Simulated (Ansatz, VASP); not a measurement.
# SnS2: VASP beside Ansatz

Contents of INCAR:

```
ALGO = Normal
DIPOL = 0.5 0.5 0.500
EDIFF = 1E-7
EDIFFG = -0.01
ENCUT = 450
GGA = PE
GGA_COMPAT = F
IBRION = 2
IDIPOL = 3
ISIF = 2
ISMEAR = 0
IVDW = 12
LASPH = T
LCHARG = F
LDIPOL = T
LREAL = F
LWAVE = F
NELM = 120
NELMDL = -8
NELMIN = 4
NSW = 60
PREC = Accurate
SIGMA = 0.02
```

File KPOINTS:

```
k-points
0
Gamma
  12 12 1
```

The input POSCAR:

```
SnS2
1.0
    3.5181121590      0.0000000000      0.0000000000
   -1.7590560795      3.0467745031      0.0000000000
    0.0000000000      0.0000000000     31.9125768144
S Sn
2 1
Direct
    0.3333333333      0.6666666667      0.4534911230
    0.6666666667      0.3333333333      0.5465088770
    0.0000000000      0.0000000000      0.5000000000
```

Input for Ansatz:

```yaml
crystal:
  lattice:
    - [3.518112159, 0.0, 0.0]
    - [-1.7590560795, 3.0467745031, 0.0]
    - [0.0, 0.0, 31.9125768144]
  atoms:
    - { symbol: S, position: [0.3333333333, 0.6666666667, 0.453491123] }
    - { symbol: Sn, position: [0.0, 0.0, 0.5] }
    - { symbol: S, position: [0.6666666667, 0.3333333333, 0.546508877] }
  periodic: [true, true, false]
basis:
  ecutwfc: 420
kpoints:
  mp_grid: { grid: [12, 12, 1] }
  band_path:
    path:
      - [0, 0, 0]
      - [0.5, 0, 0]
      - [0.3333333333333, 0.3333333333333, 0]
      - [0, 0, 0]
    npoints: 8
hamiltonian:
  xc: pbe
  dispersion: d3bj
scf:
  occupations: { method: gaussian, width: 0.02 }
output:
  forces: true
  stress: true
  eigenvalues: true
  write_density: true
  write_potential: true
  elf: true
  volumetric_format: npy
relax:
  adjacent_minimum: "off"
  f_tol: 0.01
  max_steps: 40
```

Change from the starting cell: biaxial strain -0.040, atoms relaxed.

Alike in both runs: task relaxation of the atoms; functional PBE; dispersion D3(BJ); k mesh 12 × 12 × 1; occupations gaussian, width 0.02 eV; no spin polarisation.

|  | VASP | Ansatz |
| --- | --- | --- |
| version | VASP 6.6.1 | Ansatz 0.2.0 |
| potentials or method | VASP PAW PBE potentials, release 64 (S, Sn_d), cutoff 450 eV | scalar-relativistic, plane waves, PAW |
| valence electrons in the cell | 26 | 26 |

```tsv
	VASP	Ansatz	Ansatz less VASP
gap on the k mesh at the Fermi level, each at its own relaxed structure (eV)	1.42	1.42	-0.003
```

Ansatz's warnings: stress scf threshold loose, xc potential rough in thin density.
